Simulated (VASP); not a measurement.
# CO2 (Pnnm) in VASP: single point with LDA

Aim: the single point of CO2 with LDA.

Program: VASP 6.6.1. These are calculated values, not measurements. Logs are shortened: lines on timing, memory, paths and dates and some standing lists are left out, and cuts for length are marked.

**1. The cell of the first run**

The structure is orthorhombic, space group Pnnm (No. 58). Conventional cell: a = 4.689 Å, b = 4.924 Å, c = 2.126 Å, α = 90.00°, β = 90.00°, γ = 90.00°. Within 1.9 Å of C (site symmetry 2/m) lie 4 O at 1.45 Å. Within 1.9 Å of O (site symmetry m) lie 2 C at 1.45 Å.

**2. Single point, LDA**

Contents of INCAR:

```
SYSTEM = CO2
PREC     = Accurate       ! precision mode
ENCUT    = 520            ! plane-wave cutoff, eV
EDIFF    = 1E-6           ! SCF threshold, eV
ISMEAR   = 0              ! smearing method
SIGMA    = 0.02           ! smearing width, eV
LREAL    = .FALSE.        ! projectors in reciprocal space
LASPH    = .TRUE.         ! aspherical terms in the spheres
NELM     = 100            ! most SCF steps
ALGO     = Normal         ! electronic algorithm
ISIF     = 2              ! what is computed and relaxed
LWAVE    = .FALSE.        ! write WAVECAR
LCHARG   = .FALSE.        ! write CHGCAR
NBANDS   = 25             ! bands
```

Contents of KPOINTS:

```
Automatic mesh
0
G
  6 6 12
  0 0 0
```

Contents of POSCAR:

```
CO2
1.0
    4.6885947599      0.0000000000      0.0000000000
    0.0000000000      4.9235490221      0.0000000000
    0.0000000000      0.0000000000      2.1264439245
C O
2 4
Direct
    0.5000000000      0.5000000000      0.5000000000
    0.0000000000      0.0000000000      0.0000000000
    0.3430640412      0.3672359077      0.0000000000
    0.8430640412      0.1327640923      0.5000000000
    0.1569359588      0.8672359077      0.5000000000
    0.6569359588      0.6327640923      0.0000000000
```

Potentials or basis: VASP PAW LDA potentials, release 64 (C, O).

The run is started by

```console
cat potpaw_LDA.64/C/POTCAR potpaw_LDA.64/O/POTCAR > POTCAR
mpirun -np 1 vasp_std > vasp.out
```

OUTCAR:

```text
SYSTEM = CO2
   PREC = Accurate
   ENCUT = 520
   EDIFF = 1E-6
   ISMEAR = 0
   LREAL = .FALSE.
   LASPH = .TRUE.
   NELM = 100
   ISIF = 2

 ion  position               nearest neighbor table
   1  0.500  0.500  0.500-   3 1.45   6 1.45   3 1.45   6 1.45
   2  0.000  0.000  0.000-   4 1.45   5 1.45   4 1.45   5 1.45
   3  0.343  0.367  0.000-   1 1.45   1 1.45
   4  0.843  0.133  0.500-   2 1.45   2 1.45
   5  0.157  0.867  0.500-   2 1.45   2 1.45
   6  0.657  0.633  0.000-   1 1.45   1 1.45

  LATTYP: Found a simple orthorhombic cell.
 ALAT       =     2.1264439245
 B/A-ratio  =     2.2048993185
 C/A-ratio  =     2.3153909517

  Lattice vectors:

 A1 = (   0.0000000000,   0.0000000000,   2.1264439245)
 A2 = (   4.6885947599,   0.0000000000,   0.0000000000)
 A3 = (   0.0000000000,   4.9235490221,   0.0000000000)

Analysis of symmetry for initial positions (statically):
=====================================================================
 Subroutine PRICEL returns:
 Original cell was already a primitive cell.

 Routine SETGRP: Setting up the symmetry group for a
 simple orthorhombic supercell.

 Subroutine GETGRP returns: Found  8 space group operations
 (whereof  4 operations were pure point group operations)
 out of a pool of  8 trial point group operations.

The static configuration has the point symmetry C_2h.
 The point group associated with its full space group is D_2h.

Analysis of symmetry for dynamics (positions and initial velocities):
=====================================================================
 Subroutine PRICEL returns:
 Original cell was already a primitive cell.

 Routine SETGRP: Setting up the symmetry group for a
 simple orthorhombic supercell.

 Subroutine GETGRP returns: Found  8 space group operations
 (whereof  4 operations were pure point group operations)
 out of a pool of  8 trial point group operations.

The dynamic configuration has the point symmetry C_2h.
 The point group associated with its full space group is D_2h.

 Subroutine INISYM returns: Found  8 space group operations
 (whereof  4 operations are pure point group operations),
 and found     1 'primitive' translations

----------------------------------------------------------------------------------------

                                     Primitive cell

  volume of cell :      49.0880

  direct lattice vectors                    reciprocal lattice vectors
     4.688594760  0.000000000  0.000000000     0.213283521  0.000000000  0.000000000
     0.000000000  4.923549022  0.000000000     0.000000000  0.203105523  0.000000000
     0.000000000  0.000000000  2.126443925     0.000000000  0.000000000  0.470268691

  length of vectors
     4.688594760  4.923549022  2.126443925     0.213283521  0.203105523  0.470268691

  position of ions in fractional coordinates (direct lattice)
     0.500000000  0.500000000  0.500000000
     0.000000000  0.000000000  0.000000000
     0.343064041  0.367235908  0.000000000
     0.843064041  0.132764092  0.500000000
     0.156935959  0.867235908  0.500000000
     0.656935959  0.632764092  0.000000000

  ion indices of the primitive-cell ions
   primitive index   ion index
                 1           1
                 2           2
                 3           3
                 4           4
                 5           5
                 6           6

----------------------------------------------------------------------------------------

 KPOINTS: Automatic mesh

Automatic generation of k-mesh.
 Grid dimensions read from file:
 generate k-points for:    6    6   12

 Generating k-lattice:

  Cartesian coordinates                     Fractional coordinates (reciprocal lattice)
     0.035547254  0.000000000  0.000000000     0.166666667  0.000000000  0.000000000
     0.000000000  0.033850921  0.000000000     0.000000000  0.166666667  0.000000000
     0.000000000  0.000000000  0.039189058     0.000000000  0.000000000  0.083333333

  Length of vectors
     0.035547254  0.033850921  0.039189058

  Shift w.r.t. Gamma in fractional coordinates (k-lattice)
     0.000000000  0.000000000  0.000000000

 Subroutine IBZKPT returns following result:
 ===========================================

 Found    112 irreducible k-points:

 Following reciprocal coordinates:
            Coordinates               Weight
  0.000000  0.000000  0.000000      1.000000
  0.166667  0.000000  0.000000      2.000000
  0.333333  0.000000  0.000000      2.000000
  0.500000  0.000000  0.000000      1.000000
  0.000000  0.166667  0.000000      2.000000
  0.166667  0.166667  0.000000      4.000000
[... 16 lines left out ...]
  0.333333  0.166667  0.083333      8.000000
  0.500000  0.166667  0.083333      4.000000
 [... further k-points ...]
   k-points           NKPTS =    112   k-points in BZ     NKDIM =    112   number of bands    NBANDS=     25
   number of dos      NEDOS =    301   number of ions     NIONS =      6
   total plane-waves  NPLWV =  23040
   dimension x,y,z NGX =    36 NGY =   40 NGZ =   16
   dimension x,y,z NGXF=    72 NGYF=   80 NGZF=   32
   ions per type =               2   4
   NGX,Y,Z   is equivalent  to a cutoff of  12.76, 13.51, 12.51 a.u.
   NGXF,Y,Z  is equivalent  to a cutoff of  25.53, 27.01, 25.02 a.u.
 SYSTEM =  CO2
   PREC   = accura    normal or accurate (medium, high low for compatibility)
   ISTART =      0    job   : 0-new  1-cont  2-samecut
   ICHARG =      2    charge: 1-file 2-atom 10-const
   ISPIN  =      1    spin polarized calculation?
   LNONCOLLINEAR =      F non collinear calculations
   LSORBIT =      F    spin-orbit coupling
   LASPH  =      T    aspherical Exc in radial PAW
   ENCUT  =  520.0 eV  38.22 Ry    6.18 a.u.   8.72  9.15  3.95*2*pi/ulx,y,z
   NELM   =    100;   NELMIN=  2; NELMDL= -5     # of ELM steps
   EDIFF  = 0.1E-05   stopping-criterion for ELM
   LREAL  =      F    real-space projection
   EDIFFG = 0.1E-04   stopping-criterion for IOM
   NSW    =      0    number of steps for IOM
   IBRION =     -1    ionic relax: 0-MD 1-quasi-New 2-CG
   NFREE  =      0    steps in history (QN), initial steepest desc. (CG)
   ISIF   =      2    stress and relaxation
   ISYM   =      2    0-nonsym 1-usesym 2-fastsym
   POTIM  = 0.5000    time-step for ionic-motion
   TEBEG  =    0.0;   TEEND  =   0.0 temperature during run
   PSTRESS=    0.0 pullay stress
   NELECT =      32.0000    total number of electrons
   NUPDOWN=      -1.0000    fix difference up-down
   EMIN   =  10.00;   EMAX   =-10.00  energy-range for DOS
   EFERMI =   0.00;   METHOD = LEGACY
   ISMEAR =     0;   SIGMA  =   0.02  broadening in eV -4-tet -1-fermi 0-gaus
   EFERMI_NEDOS =   21; number of points for ismear=-14 and -15
   IALGO  =     38    algorithm
   IMIX   =      4    mixing-type and parameters
     AMIX     =   0.40;   BMIX     =  1.00
     AMIX_MAG =   1.60;   BMIX_MAG =  1.00
  volume/ion in A,a.u.               =       8.18        55.21
  Fermi-wavevector in a.u.,A,eV,Ry     =   1.419493  2.682452 27.415192  2.014960
  Thomas-Fermi vector in A             =   2.540508
   LORBIT       =      0    0 simple, 1 ext, 2 COOP (PROOUT), +10 PAW based schemes
   GGA     = CA    functional components
   LHFCALC =     F    Hartree Fock is set to
   AEXX    =    0.0000 exact exchange contribution
   IVDW    =     0    specifies the selected vdW correction
   LEPSILON=     F    determine dielectric tensor
   LRPA    =     F    only Hartree local field effects (RPA)
 non-spin polarized calculation
 Gauss-broadening in eV      SIGMA  =   0.02
  energy-cutoff  :      520.00
  volume of cell :       49.09
 maximum number of plane-waves:      1360
 NGX is ok and might be reduce to    36
   NGX = 17   NGY = 19   NGZ =  7

 number of electron      31.9999998 magnetization

 Free energy of the ion-electron system (eV)
  ---------------------------------------------------
  ext. energy  EPLUGINS =         0.00000000
  ---------------------------------------------------
  free energy    TOTEN  =       -42.61918410 eV

  energy without entropy =      -42.61918410  energy(sigma->0) =      -42.61918410

 E-fermi :   2.6889     XC(G=0): -11.4821

 val. band max:        2.4986526341   @ k =   0.0000   0.3333   0.0000
 cond. band min:       3.2387040567   @ k =   0.0000   0.5000   0.5000
 fundamental gap:      0.7400514226
 Fermi energy:         2.6888713078

 k-point     1 :       0.0000    0.0000    0.0000
  band No.  band energies     occupation
      1     -22.0513      2.00000
      2     -21.3500      2.00000
      3     -17.2831      2.00000
      4     -17.2731      2.00000
      5      -5.7103      2.00000
      6      -5.4280      2.00000
[... 17 lines left out ...]
     24      14.2234      0.00000
     25      14.5625      0.00000

 k-point     2 :       0.1667    0.0000    0.0000
  band No.  band energies     occupation
      1     -22.0072      2.00000
      2     -21.4000      2.00000
      3     -17.2808      2.00000
      4     -17.2715      2.00000
      5      -6.0386      2.00000
      6      -5.9053      2.00000
[... 17 lines left out ...]
     24      14.2453      0.00000
     25      14.5391      0.00000

 k-point     3 :       0.3333    0.0000    0.0000
  band No.  band energies     occupation
      1     -21.8845      2.00000
      2     -21.5341      2.00000
      3     -17.2746      2.00000
      4     -17.2688      2.00000
      5      -6.4082      2.00000
      6      -6.3647      2.00000
[... 552 lines left out ...]
 k-point    23 :       0.3333    0.1667    0.0833
  band No.  band energies     occupation
      1     -21.7186      2.00000
      2     -21.4186      2.00000
      3     -17.1358      2.00000
      4     -17.1048      2.00000
      5      -6.3787      2.00000
      6      -5.8025      2.00000
[... 17 lines left out ...]
     24      14.3699      0.00000
     25      14.9642      0.00000

 k-point    24 :       0.5000    0.1667    0.0833
  band No.  band energies     occupation
      1     -21.5690      2.00000
      2     -21.5690      2.00000
      3     -17.1233      2.00000
      4     -17.1233      2.00000
      5      -6.2286      2.00000
      6      -6.2286      2.00000
[... 17 lines left out ...]
     24      14.2456      0.00000
     25      14.8569      0.00000

 [... further k-points ...]

------------------------ aborting loop because EDIFF is reached ----------------------------------------

  FORCE on cell =-STRESS in cart. coord.  units (eV):
  Direction    XX          YY          ZZ          XY          YZ          ZX
  --------------------------------------------------------------------------------------
  -------------------------------------------------------------------------------------
  Total        0.3226221      0.2380425      1.2225323     -0.0000000      0.0000000      0.0000000
  in kB       10.5300359      7.7694496     39.9021267     -0.0000000      0.0000000      0.0000000
  external PRESSURE =      19.4005374 kB  Pullay stress =       0.0000000 kB

 VOLUME and BASIS-vectors are now :
 -----------------------------------------------------------------------------
  energy-cutoff  :      520.00
  volume of cell :       49.09
      direct lattice vectors                 reciprocal lattice vectors
     4.688594760  0.000000000  0.000000000     0.213283521  0.000000000  0.000000000
     0.000000000  4.923549022  0.000000000     0.000000000  0.203105523  0.000000000
     0.000000000  0.000000000  2.126443925     0.000000000  0.000000000  0.470268691

 POSITION                                       TOTAL-FORCE (eV/Angst)
 -----------------------------------------------------------------------------------
      2.34430      2.46177      1.06322         0.000000      0.000000      0.000000
      0.00000      0.00000      0.00000         0.000000      0.000000      0.000000
      1.60849      1.80810      0.00000        -0.182676     -0.158263      0.000000
      3.95279      0.65367      1.06322        -0.182676      0.158263      0.000000
      0.73581      4.26988      1.06322         0.182676     -0.158263      0.000000
      3.08011      3.11545      0.00000         0.182676      0.158263      0.000000
 -----------------------------------------------------------------------------------
    total drift:                                0.000000      0.000000     -0.000000

  FREE ENERGIE OF THE ION-ELECTRON SYSTEM (eV)
  ---------------------------------------------------
  free  energy   TOTEN  =       -42.6191840996 eV

  energy  without entropy=      -42.6191840996  energy(sigma->0) =      -42.61918410
```

Run time: 33 s. Hardware: 1 thread of Intel Xeon 6975P-C (Granite Rapids), shared host; peak memory 0.21 GiB.

What came out:

| Item | Value |
| --- | --- |
| Free energy | -42.6192 eV |
| Pressure | 1.9 GPa |
| Largest force | 0.242 eV/Å |
| Band gap on the k mesh | 0.74 eV, indirect (least direct gap 1.10 eV) |

Forces on the atoms (eV/Å):
```
C    0.000  0.000  0.000
C    0.000  0.000  0.000
O   -0.183 -0.158  0.000
O   -0.183  0.158  0.000
O    0.183 -0.158  0.000
O    0.183  0.158  0.000
```

Levels at points of the mesh, in eV from the valence-band top:
```csv
k point,band 13,band 14,band 15,band 16,band 17,band 18,band 19,band 20
"(0.00, 0.00, 0.00)",-2.27,-1.38,0.00,0.00,5.31,5.64,5.77,8.34
"(0.50, 0.00, 0.00)",-2.47,-2.47,0.00,0.00,5.19,5.19,7.39,7.39
"(0.00, 0.50, 0.00)",-2.79,-2.79,0.00,0.00,5.41,5.41,7.26,7.26
"(0.50, 0.50, 0.00)",-2.31,-2.31,-0.01,-0.01,5.01,5.01,7.14,7.14
"(0.00, 0.00, 0.50)",-1.48,-1.48,-0.93,-0.93,1.83,1.83,5.74,5.74
"(0.50, 0.00, 0.50)",-0.79,-0.79,-0.39,-0.39,0.78,0.78,6.09,6.09
"(0.00, 0.50, 0.50)",-0.83,-0.83,-0.36,-0.36,0.74,0.74,5.99,5.99
"(0.50, 0.50, 0.50)",-1.56,-1.56,-0.68,-0.68,1.82,1.82,5.83,5.83
```

A k mesh can miss the band edges. Expect the measured gap to be larger: semilocal functionals such as LDA lack the derivative discontinuity.
